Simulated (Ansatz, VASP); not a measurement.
**ZnS in VASP and in Ansatz**

```
Zn S
1.0
     3.74466    0.00000    0.00000
    -1.87233    3.24297    0.00000
     0.00000    0.00000    6.13289
Zn S
2 2
Direct
  0.33333 0.66667 0.00000
  0.66667 0.33333 0.50000
  0.33333 0.66667 0.37480
  0.66667 0.33333 0.87480
```

Change from the starting cell: volume scaled by 0.94, ions relaxed.

Alike in both runs: functional PBE; k mesh 13 × 13 × 7; occupations fermi-dirac, width 0.02 eV; no spin polarisation.

Ansatz relaxed the structure, and its values are those at the end. VASP's run is a single point on that final structure, the one shown.

```csv
,VASP,Ansatz
version,VASP 6.6.1,Ansatz 0.2.0
potentials or method,"VASP PAW PBE potentials, release 64 (Zn, S)","plane-wave PAW, scalar-relativistic"
plane-wave cutoff (eV),520,420
valence electrons in the cell,36,36
```

```csv
,VASP,Ansatz,Ansatz less VASP
gap on the k mesh at the Fermi level (eV),2.46,2.45,-0.008
pressure (GPa),6.9,6.7,-0.20
rms of the force components (eV/Å),0.011,0.011,-0.0004
```

Ansatz's warnings: stress scf threshold loose.
